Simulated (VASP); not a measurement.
## LiH: single point with PBEsol

The system is LiH.

```
Li H
1.0
     0.00000    2.07670    2.07670
     2.07670    0.00000    2.07670
     2.07670    2.07670    0.00000
Li H
1 1
Direct
  0.00000 0.00000 0.00000
  0.50000 0.50000 0.50000
```

This cell differs from its parent crystal: volume scaled by 1.06.

```yaml
Program: VASP 6.6.1
Task: single point
Functional: PBEsol
Potentials_or_basis: VASP PAW PBE potentials, release 64 (Li_sv, H)
Cutoff: 750 eV
k_mesh: 11 × 11 × 11
Occupations: fermi-dirac, width 0.05 eV
Spin: no spin polarisation
Dipole_correction: no
Further_INCAR_settings: ALGO = Normal; EDIFF = 1e-06; NBANDS = 9
```

```json
{
  "Pressure": "-3.9 GPa",
  "Band gap on the k mesh": "3.01 eV, direct"
}
```

Levels at points of the mesh, in eV from the valence-band top:
```tsv
k point	band 1	band 2	band 3	band 4	band 5	band 6	band 7
(0.00, 0.00, 0.00)	-43.76	-5.12	14.80	16.74	16.74	16.74	21.14
```

It took 11 s on 1 thread of Intel(R) Xeon(R) 6975P-C (Granite Rapids), with other jobs on the host, peak memory 0.15 GiB.

Caveat: the PAW data sets were made with another functional, which shifts forces and pressure a little. A k mesh can miss the band edges.
